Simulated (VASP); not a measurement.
# GaP (F-43m) in VASP: settings compared, part 2 of 2

VASP 6.6.1. Earlier steps stand in the parts before.

### Step 3. Single point, PBEsol

INCAR reads:

```
SYSTEM = GaP
PREC = Accurate
ENCUT = 520
EDIFF = 1E-6
ISMEAR = 0
SIGMA = 0.05
LREAL = .FALSE.
LASPH = .TRUE.
NELM = 60
ALGO = Normal
ISIF = 2
LWAVE = .FALSE.
LCHARG = .FALSE.
GGA = PS
NBANDS = 16
```

KPOINTS reads:

```
Automatic mesh
0
G
  10 10 10
  0 0 0
```

POSCAR reads:

```
GaP
1.0
    0.0000000000      2.7252500963      2.7252500963
    2.7252500963      0.0000000000      2.7252500963
    2.7252500963      2.7252500963      0.0000000000
Ga P
1 1
Direct
    0.0000000000      0.0000000000      0.0000000000
    0.7500000000      0.7500000000      0.7500000000
```

Potentials or basis: VASP PAW PBE potentials, release 64 (Ga_d, P).

Run with:

```
cat potpaw_PBE.64/Ga_d/POTCAR potpaw_PBE.64/P/POTCAR > POTCAR
mpirun -np 1 vasp_std > vasp.out
```

OUTCAR:

```text
SYSTEM = GaP
   PREC = Accurate
   ENCUT = 520
   EDIFF = 1E-6
   ISMEAR = 0
   LREAL = .FALSE.
   LASPH = .TRUE.
   NELM = 60
   ISIF = 2
   GGA = PS

 ion  position               nearest neighbor table
   1  0.000  0.000  0.000-   2 2.36   2 2.36   2 2.36   2 2.36
   2  0.750  0.750  0.750-   1 2.36   1 2.36   1 2.36   1 2.36

  LATTYP: Found a face centered cubic cell.
 ALAT       =     5.4505001926

  Lattice vectors:

 A1 = (   0.0000000000,   2.7252500963,   2.7252500963)
 A2 = (   2.7252500963,   0.0000000000,   2.7252500963)
 A3 = (   2.7252500963,   2.7252500963,   0.0000000000)

Analysis of symmetry for initial positions (statically):
=====================================================================
 Subroutine PRICEL returns:
 Original cell was already a primitive cell.

 Routine SETGRP: Setting up the symmetry group for a
 face centered cubic supercell.

 Subroutine GETGRP returns: Found 24 space group operations
 (whereof 24 operations were pure point group operations)
 out of a pool of 48 trial point group operations.

[... 157 lines left out ...]
  ext. energy  EPLUGINS =         0.00000000
  ---------------------------------------------------
  free energy    TOTEN  =        -9.92277607 eV

  energy without entropy =       -9.92277607  energy(sigma->0) =       -9.92277607

 E-fermi :   4.8176     XC(G=0): -10.0218

 val. band max:        4.5671159764   @ k =   0.0000   0.0000   0.0000
 cond. band min:       6.0498705690   @ k =   0.4000   0.4000   0.0000
 fundamental gap:      1.4827545926
 Fermi energy:         4.8176358088

 k-point     1 :       0.0000    0.0000    0.0000
  band No.  band energies     occupation
      1      -9.9720      2.00000
      2      -9.9720      2.00000
      3      -9.9720      2.00000
      4      -9.8712      2.00000
      5      -9.8712      2.00000
      6      -7.9566      2.00000
[... 433 lines left out ...]
      3      -9.9216      2.00000
      4      -9.8965      2.00000
      5      -9.8547      2.00000
      6      -5.9611      2.00000
[... 8 lines left out ...]
     15      16.3481      0.00000
     16      18.2225      0.00000

 [... further k-points ...]
[... 5 lines left out ...]
  --------------------------------------------------------------------------------------
  -------------------------------------------------------------------------------------
  Total       -0.1615864     -0.1615864     -0.1615864      0.0000000     -0.0000000      0.0000000
  in kB       -6.3953780     -6.3953780     -6.3953780      0.0000000     -0.0000000      0.0000000
  external PRESSURE =      -6.3953780 kB  Pullay stress =       0.0000000 kB

 VOLUME and BASIS-vectors are now :
 -----------------------------------------------------------------------------
  energy-cutoff  :      520.00
  volume of cell :       40.48
      direct lattice vectors                 reciprocal lattice vectors
     0.000000000  2.725250096  2.725250096    -0.183469400  0.183469400  0.183469400
     2.725250096  0.000000000  2.725250096     0.183469400 -0.183469400  0.183469400
     2.725250096  2.725250096  0.000000000     0.183469400  0.183469400 -0.183469400

 POSITION                                       TOTAL-FORCE (eV/Angst)
 -----------------------------------------------------------------------------------
      0.00000      0.00000      0.00000        -0.000000     -0.000000     -0.000000
      4.08788      4.08788      4.08788         0.000000      0.000000      0.000000
 -----------------------------------------------------------------------------------
    total drift:                               -0.000000     -0.000000     -0.000000

  FREE ENERGIE OF THE ION-ELECTRON SYSTEM (eV)
  ---------------------------------------------------
  free  energy   TOTEN  =        -9.9227760682 eV

  energy  without entropy=       -9.9227760682  energy(sigma->0) =       -9.92277607
```

OSZICAR:

```text
N       E                     dE             d eps       ncg     rms          rms(c)
DAV:   1     0.791989864785E+02    0.79199E+02   -0.89442E+03  1560   0.158E+03
DAV:   2    -0.393369379737E+01   -0.83133E+02   -0.79257E+02  1664   0.306E+02
DAV:   3    -0.101063260703E+02   -0.61726E+01   -0.61482E+01  1896   0.652E+01
DAV:   4    -0.102048752623E+02   -0.98549E-01   -0.98525E-01  1848   0.884E+00
DAV:   5    -0.102067590770E+02   -0.18838E-02   -0.18838E-02  1968   0.108E+00    0.412E+00
DAV:   6    -0.996333868246E+01    0.24342E+00   -0.35041E-01  2336   0.113E+01    0.261E+00
DAV:   7    -0.992539180470E+01    0.37947E-01   -0.79652E-02  2112   0.219E+00    0.984E-01
DAV:   8    -0.992257771234E+01    0.28141E-02   -0.11749E-02  1816   0.126E+00    0.171E-01
DAV:   9    -0.992272561952E+01   -0.14791E-03   -0.10045E-03  2160   0.435E-01    0.652E-02
DAV:  10    -0.992274962556E+01   -0.24006E-04   -0.60421E-05  2248   0.793E-02    0.289E-02
DAV:  11    -0.992277618107E+01   -0.26556E-04   -0.27396E-05  1752   0.540E-02    0.595E-03
DAV:  12    -0.992277606815E+01    0.11292E-06   -0.95529E-07  1464   0.114E-02
   1 F= -.99227761E+01 E0= -.99227761E+01  d E =-.105906E-14
```

Run time: 47 s. Hardware: 1 thread of Intel Xeon 8259CL, shared host; peak memory 0.18 GiB.

Results:

```
Free energy            : -9.9228 eV
Pressure               : -0.6 GPa
Band gap on the k mesh : 1.48 eV, indirect (least direct gap 1.75 eV)
```

Caveat: the PAW data sets were made with another functional, which shifts forces and pressure a little.

### Step 4. Single point, PBEsol

INCAR reads:

```
PREC = Accurate
ENCUT = 520
EDIFF = 1E-6
ISMEAR = 0
SIGMA = 0.05
LREAL = F
LASPH = T
NELM = 100
ALGO = Normal
ISIF = 2
LWAVE = F
LCHARG = T
GGA = PS
LELF = T
LVHAR = T
NBANDS = 16
```

KPOINTS reads:

```
regular mesh
0
Gamma
  10 10 10
```

POSCAR is that of step 3.

Run with:

```
cat potpaw_PBE.64/Ga_d/POTCAR potpaw_PBE.64/P/POTCAR > POTCAR
mpirun -np 1 vasp_std > vasp.out
```

Run time: 36 s. Hardware: 1 thread of Intel Xeon 8259CL, shared host; peak memory 0.18 GiB.

It converged, with:

| Quantity | Value |
| --- | --- |
| Free energy | -9.9228 eV |
| Pressure | -0.6 GPa |
| Band gap on the k mesh | 1.48 eV, indirect (least direct gap 1.75 eV) |

Levels at points of the mesh, in eV from the valence-band top:
```csv
k point,band 7,band 8,band 9,band 10,band 11,band 12
"(0.00, 0.00, 0.00)",0.00,0.00,0.00,1.75,3.83,3.83
"(0.50, 0.00, 0.00)",-6.70,-1.13,-1.13,1.59,4.65,4.65
"(0.50, 0.50, 0.00)",-6.81,-2.71,-2.71,1.52,1.72,10.55
```

Caveat: the PAW data sets were made with another functional, which shifts forces and pressure a little.

### Step 5. How close it comes

Step 2. Measured gap of GaP: 2.34 eV (indirect; 10 K; quoted in “Stacking defects in GaP nanowires: Electronic structure and optical properties”, 2018, arxiv:1810.01194). This calculation gives 1.60 eV (-0.74 eV). Spin-orbit coupling on Ga is left out. The value is that of PBE on a finite k mesh, which can miss the band edges, without temperature or zero-point motion. Semilocal functionals fall short of measured gaps as a rule.

Step 3. Against the measured gap of GaP, 2.34 eV (indirect; 10 K; quoted in “Stacking defects in GaP nanowires: Electronic structure and optical properties”, 2018, arxiv:1810.01194), the calculated 1.48 eV is off by -0.86 eV. Spin-orbit coupling on Ga is left out. The value is that of PBEsol on a finite k mesh, which can miss the band edges, without temperature or zero-point motion. Semilocal functionals fall short of measured gaps as a rule.
